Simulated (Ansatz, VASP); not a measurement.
## MoS2 in VASP and in Ansatz

Contents of INCAR:

```
SYSTEM = MoS2
  PREC = Accurate
  ENCUT = 520
  EDIFF = 1E-6
  ISMEAR = -1
  SIGMA = 0.02
  LREAL = .False.
  LASPH = .True.
  NELM = 100
  ALGO = Normal
  ISIF = 2
  LWAVE = .False.
  LCHARG = .False.
  GGA = PE
  NBANDS = 20
```

KPOINTS

```
Automatic mesh
0
Gamma
  10 10 10
  0 0 0
```

POSCAR

```
MoS2
1.0
    1.5875907324      0.9165959367      6.1939396871
   -1.5875907324      0.9165959367      6.1939396871
    0.0000000000     -1.8331918734      6.1939396871
Mo S
1 2
Direct
   -0.0000146007     -0.0000146007     -0.0000146007
    0.4170015113      0.4170015113      0.4170015113
    0.2496797561      0.2496797561      0.2496797561
```

Input for Ansatz:

```yaml
crystal:
  lattice:
    - [1.5875907324, 0.9165959367, 6.1939396871]
    - [-1.5875907324, 0.9165959367, 6.1939396871]
    - [0.0, -1.8331918734, 6.1939396871]
  atoms:
    - { symbol: Mo, position: [-1.46007e-05, -1.46007e-05, -1.46007e-05] }
    - { symbol: S, position: [0.4170015113, 0.4170015113, 0.4170015113] }
    - { symbol: S, position: [0.2496797561, 0.2496797561, 0.2496797561] }
kpoints:
  mp_grid: { grid: [10, 10, 10] }
  band_path:
    path:
      - [0.0, 0.0, 0.0]
      - [-0.5, -0.5, -0.5]
      - [-0.5, -0.1812659202, -0.8187340798]
      - [-0.1812659202, 0.1812659202, -0.5]
      - [0.0, 0.0, -0.5]
      - [0.0, 0.3406329601, -0.3406329601]
      - [-0.3406329601, 0.0, -0.6593670399]
      - [-0.5, 0.0, -0.5]
      - [-0.1631393282, 0.1631393282, -0.5]
      - [-0.179687, 0.0, 0.179688]
    npoints: 1
hamiltonian:
  xc: pbe
scf:
  occupations: { method: fermi_dirac, width: 0.02 }
  n_extra_bands: 4
output:
  forces: true
  stress: true
  eigenvalues: true
  write_density: true
  write_potential: true
  elf: true
  volumetric_format: npy
```

Alike in both runs: task single point; functional PBE; k mesh 10 × 10 × 10; occupations fermi-dirac, width 0.02 eV; no spin polarisation.

|  | VASP | Ansatz |
| --- | --- | --- |
| version | VASP 6.6.1 | Ansatz 0.2.0 |
| potentials or method | VASP PAW PBE potentials, release 64 (Mo_sv, S) | plane waves, PAW |
| plane-wave cutoff (eV) | 520 | 420 |
| valence electrons in the cell | 26 | 26 |

VASP gave:

| Quantity | Value |
| --- | --- |
| gap on the k mesh at the Fermi level (eV) | 0.99 |
| pressure (GPa) | 2.3 |
| traceless stress, the component that is largest in VASP (GPa) | 0.88 |
| rms of the force components (eV/Å) | 0.046 |

Problem. Which values does Ansatz return?

Solution. gap on the k mesh at the Fermi level (eV): 0.97; pressure (GPa): 2.4; traceless stress, the component that is largest in VASP (GPa): 0.92; rms of the force components (eV/Å): 0.052.

Atom by atom the forces differ by 0.006 eV/Å (rms over components).
